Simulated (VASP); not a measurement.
Here is a VASP 6.6.1 calculation.

The input INCAR:

```
SYSTEM = W
  PREC = Accurate
  ENCUT = 500
  EDIFF = 1E-7
  ISMEAR = -1
  SIGMA = 0.05
  LREAL = .FALSE.
  LASPH = .TRUE.
  NELM = 120
  ALGO = Normal
  ISIF = 3
  LWAVE = .FALSE.
  LCHARG = .FALSE.
  GGA = RE
  IBRION = 2
  NSW = 80
  EDIFFG = -0.03
  PSTRESS = 100.0
  GGA_COMPAT = .FALSE.
  NELMIN = 4
```

File KPOINTS:

```
Automatic mesh
0
G
  10 10 10
  0 0 0
```

The input POSCAR:

```
W
1.0
   -1.5800000000      1.5800000000      1.5800000000
    1.5800000000     -1.5800000000      1.5800000000
    1.5800000000      1.5800000000     -1.5800000000
W
1
Direct
    0.0000000000      0.0000000000      0.0000000000
```

Potentials or basis: VASP PAW PBE potentials, release 64 (W_sv).

Command:

```console
$ cat potpaw_PBE.64/W_sv/POTCAR > POTCAR
$ mpirun -np 1 vasp_std > vasp.out
```

**Question.** What does it give for the relaxed cell?

**Answer.** a = 2.738 Å, b = 2.738 Å, c = 2.738 Å, α = 109.47°, β = 109.47°, γ = 109.47°.

**Question.** Predict the space group after relaxing (to 0.1 Å).

**Answer.** Im-3m (No. 229).

**Question.** What does it give for the band gap on the k mesh?

**Answer.** Zero (bands 7 and 8 overlap by 6.41 eV).

Final structure:
```xyz
1
Lattice="-1.5810 1.5810 1.5810 1.5810 -1.5810 1.5810 1.5810 1.5810 -1.5810" Properties=species:S:1:pos:R:3 pbc="T T T"
W     0.0000    0.0000    0.0000
```

Caveat: the cell is relaxed towards a set pressure, so the run minimises the enthalpy, not the energy; spin-orbit coupling is left out, which moves the levels of the heavy elements.
